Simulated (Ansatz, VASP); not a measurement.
## One calculation of ZnO, two programs

INCAR

```
SYSTEM = ZnO
PREC = Accurate
ENCUT = 600
EDIFF = 1E-6
ISMEAR = 0
SIGMA = 0.01
LREAL = .False.
LASPH = .True.
NELM = 120
ALGO = Normal
ISIF = 2
LWAVE = .False.
LCHARG = .False.
GGA = PE
NBANDS = 26
GGA_COMPAT = .False.
```

KPOINTS

```
regular mesh
0
Gamma
  12 12 6
  0 0 0
```

File POSCAR:

```
ZnO
1.0
    3.2353522153      0.0000000000      0.0000000000
   -1.6176761076      2.8018972086      0.0000000000
    0.0000000000      0.0000000000      5.2109131278
Zn O
2 2
Direct
    0.3333333333      0.6666666667      0.4996551081
    0.6666666667      0.3333333333     -0.0003448919
    0.6666666667      0.3333333333      0.3793548919
    0.3333333333      0.6666666667      0.8793548919
```

Input for Ansatz:

```yaml
crystal:
  lattice:
    - [3.2353522153, 0.0, 0.0]
    - [-1.6176761076, 2.8018972086, 0.0]
    - [0.0, 0.0, 5.2109131278]
  atoms:
    - { symbol: Zn, position: [0.3333333333, 0.6666666667, 0.4996551081] }
    - { symbol: Zn, position: [0.6666666667, 0.3333333333, -0.0003448919] }
    - { symbol: O, position: [0.6666666667, 0.3333333333, 0.3793548919] }
    - { symbol: O, position: [0.3333333333, 0.6666666667, 0.8793548919] }
kpoints:
  mp_grid: { grid: [12, 12, 6] }
  band_path:
    path:
      - [0.0, 0.0, 0.0]
      - [0.5, 0.0, 0.0]
      - [0.3333333333, 0.3333333333, 0.0]
      - [0.0, 0.0, 0.5]
      - [0.5, 0.0, 0.5]
      - [0.3333333333, 0.3333333333, 0.5]
    npoints: 1
hamiltonian:
  xc: pbe
scf:
  occupations: { method: fixed }
  n_extra_bands: 5
output:
  forces: true
  stress: true
  eigenvalues: true
```

Alike in both runs: task single point; functional PBE; k mesh 12 × 12 × 6; no spin polarisation.

|  | VASP | Ansatz |
| --- | --- | --- |
| version | VASP 6.6.1 | Ansatz 0.2.0 |
| potentials or method | VASP PAW PBE potentials, release 64 (Zn, O) | plane waves, PAW |
| plane-wave cutoff (eV) | 600 | 420 |
| occupations | gaussian, width 0.01 eV | fixed |
| valence electrons in the cell | 36 | 36 |

```tsv
	VASP	Ansatz	Ansatz less VASP
gap on the k mesh at the Fermi level (eV)	0.79	0.81	+0.014
pressure (GPa)	7.0	6.1	-0.94
traceless stress, the component that is largest in VASP (GPa)	0.08	0.10	+0.013
```
